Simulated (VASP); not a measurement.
A run of VASP 6.6.1 is set up as follows.

File INCAR:

```
  ALGO = Normal
  EDIFF = 1E-6
  ENCUT = 520
  GGA = PS
  ISIF = 2
  ISMEAR = 0
  LASPH = True
  LCHARG = False
  LREAL = False
  LWAVE = False
  NBANDS = 33
  NELM = 60
  PREC = Accurate
  SIGMA = 0.15
```

Contents of KPOINTS:

```
k-points
0
Gamma
  12 12 16
```

File POSCAR:

```
TaN
1.0
    5.4132929895      0.0000000000      0.0000000000
   -2.7066464948      4.6880492470      0.0000000000
    0.0000000000      0.0000000000      2.9035873944
Ta N
3 3
Direct
    0.0000000000      0.0000000000      0.0000000000
    0.3333333333      0.6666666667      0.5000000000
    0.6666666667      0.3333333333      0.5000000000
    0.5000000000      0.0000000000      0.0000000000
    0.5000000000      0.5000000000      0.0000000000
    0.0000000000      0.5000000000      0.0000000000
```

Potentials or basis: VASP PAW PBE potentials, release 64 (Ta_pv, N).

Launch:

```sh
$ cat potpaw_PBE.64/Ta_pv/POTCAR potpaw_PBE.64/N/POTCAR > POTCAR
$ mpirun -np 1 vasp_std > vasp.out
```

Task: Predict the band gap on the k mesh.

Result: Zero (bands 24 and 25 overlap by 2.07 eV).

Task: Estimate the pressure.

Result: -17.9 GPa.

Stress tensor (GPa, compression positive):
```
-20.39   0.00   0.00
  0.00 -20.39   0.00
  0.00   0.00 -12.93
```

Caveat: the cell differs from its parent crystal (strain +0.040 along x and y, +0.000 along z); the stress differs along the axes, from -20 to -13 GPa; the PAW data sets were made with another functional, which shifts forces and pressure a little; spin-orbit coupling is left out, which moves the levels of the heavy elements.
